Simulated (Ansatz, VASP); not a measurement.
Re: VASP beside Ansatz

The input INCAR:

```
SYSTEM = Re
PREC = Accurate ; ENCUT = 520
EDIFF = 1E-6 ; ISMEAR = -1
SIGMA = 0.1 ; LREAL = .False.
LASPH = .True. ; NELM = 60
ALGO = Normal ; ISIF = 2
LWAVE = .False. ; LCHARG = .True.
GGA = PE ; LELF = .True.
LVHAR = .True. ; NBANDS = 10
```

File KPOINTS:

```
Automatic mesh
0
Gamma
  23 23 23
  0 0 0
```

The input POSCAR:

```
Re
1.0
    0.0000000000      2.0085676520      2.0085676520
    2.0085676520      0.0000000000      2.0085676520
    2.0085676520      2.0085676520      0.0000000000
Re
1
Direct
    0.0000000000      0.0000000000      0.0000000000
```

Input for Ansatz:

```yaml
crystal:
  lattice:
    - [0.0, 2.008567652, 2.008567652]
    - [2.008567652, 0.0, 2.008567652]
    - [2.008567652, 2.008567652, 0.0]
  atoms:
    - { symbol: Re, position: [0.0, 0.0, 0.0] }
hamiltonian:
  xc: pbe
  pseudopotentials:
    kind: paw
    azcp:
      Re: "pseudopotentials/Re.paw.azcp"
basis:
  ecutwfc: 420
  fft_grid_basis: typed
kpoints:
  mp_grid: { grid: [23, 23, 23], shift: [0, 0, 0] }
magnetization:
  spin_polarized: false
scf:
  occupations: { method: fermi_dirac, width: 0.1 }
output:
  stress: true
```

Alike in both runs: task single point; functional PBE; k mesh 23 × 23 × 23; occupations fermi-dirac, width 0.1 eV; no spin polarisation.

|  | VASP | Ansatz |
| --- | --- | --- |
| version | VASP 6.6.1 | Ansatz 0.2.0 |
| potentials or method | VASP PAW PBE potentials, release 64 (Re), cutoff 520 eV | plane waves (420 eV) with PAW, scalar-relativistic |
| valence electrons in the cell | 7 | 15 |

```csv
,VASP,Ansatz,Ansatz less VASP
pressure (GPa),-24.2,-23.4,+0.83
```

VASP's potentials hold 7 valence electrons a cell and Ansatz's 15, so a difference there can come from the potentials and not from the codes.

Spin-orbit coupling is off throughout.
